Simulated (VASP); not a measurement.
# Te2Mo (P6_3/mmc) in VASP: further runs, part 2 of 2

VASP 6.6.1. The steps go on from the part before.

**5. Single point, r2SCAN+D4**

This run uses another cell than the first one, of 23.97 Å³/atom.

File POSCAR:

```
Te2Mo
1.0
    3.4706509280      0.0000000000      0.0000000000
   -1.7353254640      3.0056718713      0.0000000000
    0.0000000000      0.0000000000     13.7847444167
Te Mo
4 2
Direct
    0.6666666667      0.3333333333      0.3790000000
    0.3333333333      0.6666666667      0.8790000000
    0.6666666667      0.3333333333      0.1210000000
    0.3333333333      0.6666666667      0.6210000000
    0.6666666667      0.3333333333      0.7500000000
    0.3333333333      0.6666666667      0.2500000000
```

File INCAR.step1:

```
  PREC = Accurate
  ENCUT = 520
  ISMEAR = -1
  SIGMA = 0.05
  LREAL = False
  LASPH = True
  NELM = 60
  NBANDS = 35
  GGA = PE
  ALGO = Normal
  EDIFF = 1E-4
  LWAVE = True
  LCHARG = False
```

File INCAR.step2:

```
  PREC = Accurate
  ENCUT = 520
  EDIFF = 1E-7
  ISMEAR = -1
  SIGMA = 0.05
  LREAL = False
  LASPH = True
  NELM = 60
  ALGO = Normal
  ISIF = 2
  LWAVE = False
  LCHARG = True
  METAGGA = R2SCAN
  LMIXTAU = True
  IVDW = 13
  VDW_S6 = 1.0
  VDW_S8 = 0.6018749
  VDW_A1 = 0.51559235
  VDW_A2 = 5.77342911
  LELF = True
  LVHAR = True
  NBANDS = 35
  ISTART = 1
```

File KPOINTS:

```
Automatic mesh
0
Gamma
  9 9 2
```

Potentials or basis: VASP PAW PBE potentials, release 64 (Te, Mo_sv).

Command:

```
> cat potpaw_PBE.64/Te/POTCAR potpaw_PBE.64/Mo_sv/POTCAR > POTCAR
> cp INCAR.step1 INCAR
> mpirun -np 1 vasp_std > vasp.out
> cp INCAR.step2 INCAR
> mpirun -np 1 vasp_std > vasp.out
```

OUTCAR:

```text
PREC = Accurate
   ENCUT = 520
   EDIFF = 1E-7
   ISMEAR = -1
   LREAL = False
   LASPH = True
   NELM = 60
   ISIF = 2
   METAGGA = R2SCAN
   IVDW = 13
   ISTART = 1

 ion  position               nearest neighbor table
   1  0.667  0.333  0.379-   6 2.68   6 2.68   6 2.68   3 3.56
   2  0.333  0.667  0.879-   5 2.68   5 2.68   5 2.68   4 3.56
   3  0.667  0.333  0.121-   6 2.68   6 2.68   6 2.68   1 3.56
   4  0.333  0.667  0.621-   5 2.68   5 2.68   5 2.68   2 3.56
   5  0.667  0.333  0.750-   2 2.68   4 2.68   2 2.68   4 2.68   2 2.68   4 2.68
   6  0.333  0.667  0.250-   1 2.68   3 2.68   1 2.68   3 2.68   1 2.68   3 2.68

  LATTYP: Found a hexagonal cell.
 ALAT       =     3.4706509280
 C/A-ratio  =     3.9718037632

  Lattice vectors:

 A1 = (   3.4706509280,   0.0000000000,   0.0000000000)
 A2 = (  -1.7353254640,   3.0056718713,   0.0000000000)
 A3 = (   0.0000000000,   0.0000000000,  13.7847444167)

Analysis of symmetry for initial positions (statically):
=====================================================================
 Subroutine PRICEL returns:
[... 183 lines left out ...]
 cond. band min:       9.5087943768   @ k =   0.2222   0.2222   0.0000
 fundamental gap:      0.8656736192
 Fermi energy:         9.0463069323

 k-point     1 :       0.0000    0.0000    0.0000
  band No.  band energies     occupation
      1     -54.1114      2.00000
      2     -54.1114      2.00000
      3     -27.5952      2.00000
      4     -27.5952      2.00000
      5     -27.4399      2.00000
      6     -27.4399      2.00000
[... 901 lines left out ...]
     34      12.7168      0.00000
     35      13.9342      0.00000

------------------------ aborting loop because EDIFF is reached ----------------------------------------

  DFT-D4 for vdW energy calculation

  Edisp (eV):   -1.16461

  FORCE on cell =-STRESS in cart. coord.  units (eV):
  Direction    XX          YY          ZZ          XY          YZ          ZX
  --------------------------------------------------------------------------------------
  -------------------------------------------------------------------------------------
  Total       5.28885     5.28885     5.74645     0.00000     0.00000    -0.00000
  in kB      58.92781    58.92781    64.02634     0.00000     0.00000    -0.00000
  external pressure =       60.63 kB  Pullay stress =        0.00 kB

 VOLUME and BASIS-vectors are now :
 -----------------------------------------------------------------------------
  energy-cutoff  :      520.00
  volume of cell :      143.80
      direct lattice vectors                 reciprocal lattice vectors
     3.470650928  0.000000000  0.000000000     0.288130388  0.166352157  0.000000000
    -1.735325464  3.005671871  0.000000000     0.000000000  0.332704315  0.000000000
     0.000000000  0.000000000 13.784744417     0.000000000  0.000000000  0.072543964

 POSITION                                       TOTAL-FORCE (eV/Angst)
 -----------------------------------------------------------------------------------
      1.73533      1.00189      5.22442        -0.000000     -0.000000      0.558542
     -0.00000      2.00378     12.11679         0.000000     -0.000000      0.558542
      1.73533      1.00189      1.66795        -0.000000      0.000000     -0.558542
     -0.00000      2.00378      8.56033         0.000000     -0.000000     -0.558542
      1.73533      1.00189     10.33856        -0.000000     -0.000000      0.000000
     -0.00000      2.00378      3.44619         0.000000      0.000000      0.000000
 -----------------------------------------------------------------------------------
    total drift:                               -0.000000      0.000000     -0.000000

  FREE ENERGIE OF THE ION-ELECTRON SYSTEM (eV)
  ---------------------------------------------------
  free  energy   TOTEN  =      -156.5741687109 eV

  energy  without entropy=     -156.5741595752  energy(sigma->0) =     -156.57416414
```

OUTCAR.step1:

```text
PREC = Accurate
   ENCUT = 520
   ISMEAR = -1
   LREAL = False
   LASPH = True
   NELM = 60
[... 1147 lines left out ...]
     -0.00000      2.00378      8.56033        -0.000000     -0.000000     -0.800306
      1.73533      1.00189     10.33856        -0.000000      0.000000      0.000000
     -0.00000      2.00378      3.44619         0.000000     -0.000000      0.000000
 -----------------------------------------------------------------------------------
    total drift:                               -0.000000      0.000000     -0.000000

  FREE ENERGIE OF THE ION-ELECTRON SYSTEM (eV)
  ---------------------------------------------------
  free  energy   TOTEN  =       -35.7904871831 eV

  energy  without entropy=      -35.7904524100  energy(sigma->0) =      -35.79046980
```

OSZICAR.step1:

```text
N       E                     dE             d eps       ncg     rms          rms(c)
DAV:   1     0.401718603136E+03    0.40172E+03   -0.27085E+04  1912   0.134E+03
DAV:   2    -0.146048131135E+02   -0.41632E+03   -0.40266E+03  2031   0.324E+02
DAV:   3    -0.364578068812E+02   -0.21853E+02   -0.21418E+02  2047   0.643E+01
DAV:   4    -0.369533626212E+02   -0.49556E+00   -0.49358E+00  1967   0.955E+00
DAV:   5    -0.369654251103E+02   -0.12062E-01   -0.12053E-01  2114   0.154E+00    0.236E+01
DAV:   6    -0.361693686289E+02    0.79606E+00   -0.45784E+00  1839   0.119E+01    0.913E+00
DAV:   7    -0.361520394093E+02    0.17329E-01   -0.36888E+00  1745   0.917E+00    0.600E+00
DAV:   8    -0.357897018160E+02    0.36234E+00   -0.90065E-01  1757   0.517E+00    0.277E+00
DAV:   9    -0.357967992417E+02   -0.70974E-02   -0.16153E-01  1960   0.182E+00    0.123E+00
DAV:  10    -0.357903228489E+02    0.64764E-02   -0.30468E-02  1807   0.103E+00    0.383E-01
DAV:  11    -0.357905697361E+02   -0.24689E-03   -0.15062E-03  1856   0.194E-01    0.185E-01
DAV:  12    -0.357904871831E+02    0.82553E-04   -0.25077E-04  1464   0.714E-02
   1 F= -.35790487E+02 E0= -.35790470E+02  d E =-.347732E-04
```

Run time: 11 min. Hardware: 1 thread of Intel Xeon Platinum 8259CL at 2.50GHz (Skylake/Cascade Lake), shared host; peak memory 0.36 GiB.

Results:

| Quantity | Value |
| --- | --- |
| Free energy | -156.5742 eV |
| Pressure | 6.1 GPa |
| Largest force | 0.559 eV/Å |
| Band gap on the k mesh | 0.87 eV (least direct gap 1.19 eV) |
| Dispersion energy per atom | -0.194 eV |

Forces on the atoms (eV/Å):
```
Te   0.000  0.000  0.559
Te   0.000  0.000  0.559
Te   0.000  0.000 -0.559
Te   0.000  0.000 -0.559
Mo   0.000  0.000  0.000
Mo   0.000  0.000  0.000
```

Stress tensor (GPa, compression positive):
```
5.89 0.00 0.00
0.00 5.89 0.00
0.00 0.00 6.40
```

Levels at points of the mesh, in eV from the valence-band top:
```
           k point  band 23  band 24  band 25  band 26  band 27  band 28  band 29  band 30
(0.00, 0.00, 0.00)    -1.19    -1.19    -0.39     0.00     3.17     3.17     3.31     3.31
(0.00, 0.00, 0.50)    -1.21    -1.21    -0.11    -0.11     3.21     3.21     3.21     3.21
```

Caveat: the cell stands under pressure; the PAW data sets were made with another functional, which shifts forces and pressure a little; spin-orbit coupling is left out, which moves the levels of the heavy elements. A k mesh can miss the band edges.

**6. The runs side by side**

| level | cell | gap on the mesh (eV) | pressure (GPa) | largest force (eV/Å) |
| --- | --- | --- | --- | --- |
| PBE | a = 3.557, b = 3.557, c = 15.214 Å, angles 90.0, 90.0, 120.0°, 6 atoms, atomic positions A | 1.03 | 0.0 | 0.01 |
| RPBE | a = 3.590, b = 3.590, c = 19.219 Å, angles 90.0, 90.0, 120.0°, 6 atoms, atomic positions B | 1.01 | 0.0 | 0.01 |
| r2SCAN+D4 | a = 3.446, b = 3.446, c = 13.688 Å, angles 90.0, 90.0, 120.0°, 6 atoms, atomic positions C | 0.85 | 8.9 | 0.90 |
| r2SCAN+D4 | a = 3.471, b = 3.471, c = 13.785 Å, angles 90.0, 90.0, 120.0°, 6 atoms, atomic positions C | 0.87 | 6.1 | 0.56 |

Alike in all rows: task single point; potentials or basis VASP PAW PBE potentials, release 64 (Te, Mo_sv); no spin polarisation; k mesh 9 × 9 × 2; cutoff (eV) 520; smearing fermi-dirac 0.05 eV.

Caveats: spin-orbit coupling is left out, which moves the levels of the heavy elements; the PAW data sets were made with another functional, which shifts forces and pressure a little (at least some runs); the cell stands under pressure (at least some runs); this functional lacks dispersion, which binds layers or chains, so the pressure and a relaxed spacing across them are unreliable (at least some runs).

Absolute energies hang on the potentials; compare differences alone.

**7. Against experiment**

Step 2. A measured gap of Te2Mo is 0.88 eV (indirect; 300 K; quoted in “Broadband infrared study of pressure-tunable Fano resonance and metallization transition in 2H-MoTe2”, 2022, pmc:9569381); the calculated 1.03 eV misses it by +0.15 eV. Spin-orbit coupling on Mo, Te is left out. The value is that of PBE on a finite k mesh, which can miss the band edges, without temperature or zero-point motion.

Step 3. Against the measured gap of Te2Mo, 0.88 eV (indirect; 300 K; quoted in “Broadband infrared study of pressure-tunable Fano resonance and metallization transition in 2H-MoTe2”, 2022, pmc:9569381), the calculated 1.01 eV is off by +0.13 eV. Spin-orbit coupling on Mo, Te is left out. The value is that of RPBE on a finite k mesh, which can miss the band edges, without temperature or zero-point motion.
